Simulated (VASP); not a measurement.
Input of a VASP 6.6.1 run:

Contents of INCAR:

```
SYSTEM = Te2Pt
PREC     = Accurate       ! precision mode
ENCUT    = 500            ! plane-wave cutoff, eV
EDIFF    = 1E-6           ! SCF threshold, eV
ISMEAR   = 0              ! smearing method
SIGMA    = 0.15           ! smearing width, eV
LREAL    = .False.        ! projectors in reciprocal space
LASPH    = .True.         ! aspherical terms in the spheres
NELM     = 200            ! most SCF steps
ALGO     = Normal         ! electronic algorithm
ISIF     = 2              ! what is computed and relaxed
LWAVE    = .False.        ! write WAVECAR
LCHARG   = .False.        ! write CHGCAR
ISPIN    = 2              ! spin polarisation
MAGMOM   = 0 0 0.312      ! initial moments
LORBIT   = 11             ! projections on sites
NUPDOWN  = 0.3125         ! fixed moment
LMAXMIX  = 4              ! l up to which the mixer works
GGA      = PE             ! functional
NBANDS   = 22             ! bands
GGA_COMPAT= .False.
```

The input KPOINTS:

```
regular mesh
0
Gamma
  12 12 8
  0 0 0
```

The input POSCAR:

```
Te2Pt
1.0
    4.4043192034      0.0000000000      0.0000000000
   -2.2021596017      3.8142523165      0.0000000000
    0.0000000000      0.0000000000      5.8045674002
Te Pt
2 1
Direct
    0.3333333333      0.6666666667      0.2528728645
    0.6666666667      0.3333333333      0.7471271355
    0.0000000000      0.0000000000      0.0000000000
```

Potentials or basis: VASP PAW PBE potentials, release 64 (Te, Pt).

Command:

```sh
$ cat potpaw_PBE.64/Te/POTCAR potpaw_PBE.64/Pt/POTCAR > POTCAR
$ mpirun -np 1 vasp_std > vasp.out
```

Problem. What does it give for the largest force?

Solution. 1.353 eV/Å.

Problem. What does it give for the pressure?

Solution. -11.7 GPa.

Forces in eV/Å, atoms in the order of the input:
```
Te   0.000  0.000 -1.353
Te   0.000  0.000  1.353
Pt   0.000  0.000  0.000
```

Caveat: the cell stands under tension; this functional lacks dispersion, which binds the layers, so the pressure and a relaxed spacing across them are unreliable; the total moment is fixed, so each spin has its own Fermi level; forces of over 1 eV/Å act on the atoms, so gaps and moduli don't describe the material at rest.
